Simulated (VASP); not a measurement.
Input of a VASP 6.6.1 run:

File INCAR:

```
  PREC = Accurate
  ENCUT = 600
  EDIFF = 1E-7
  ISMEAR = -1
  SIGMA = 0.15
  LREAL = False
  LASPH = True
  NELM = 200
  ALGO = Normal
  ISIF = 3
  LWAVE = False
  LCHARG = False
  GGA = PE
  IBRION = 2
  NSW = 80
  EDIFFG = -0.001
  GGA_COMPAT = False
  NELMIN = 4
  LMAXMIX = 6
```

The input KPOINTS:

```
Automatic mesh
0
Gamma
  8 8 8
```

Contents of POSCAR:

```
Pr4O
1.0
    5.1768299054      0.0000000000      0.0000000000
    0.0000000000      5.1768299054      0.0000000000
    0.0000000000      0.0000000000      5.1768299054
Pr O
4 1
Direct
    0.0000000000      0.5000000000      0.5000000000
    0.5000000000      0.5000000000      0.0000000000
    0.5000000000      0.0000000000      0.5000000000
    0.0000000000      0.0000000000      0.0000000000
    0.5000000000      0.5000000000      0.5000000000
```

Potentials or basis: VASP PAW PBE potentials, release 64 (Pr_3, O), 4f in core.

Command:

```console
$ cat potpaw_PBE.64/Pr_3/POTCAR potpaw_PBE.64/O/POTCAR > POTCAR
$ mpirun -np 1 vasp_std > vasp.out
```

(1) Predict the band gap on the k mesh.

(2) Predict the space group after relaxing (to 0.1 Å).

(3) Predict the relaxed volume.

Answers

(1) zero (bands 25 and 26 overlap by 2.71 eV).

(2) Pm-3m (No. 221).

(3) 27.86 Å³/atom.

Caveat: spin-orbit coupling is left out, which moves the levels of the heavy elements; the 4f electrons are frozen in the core, so they carry no moment and show no levels; the run has no spin polarisation, though such a crystal can be magnetic.
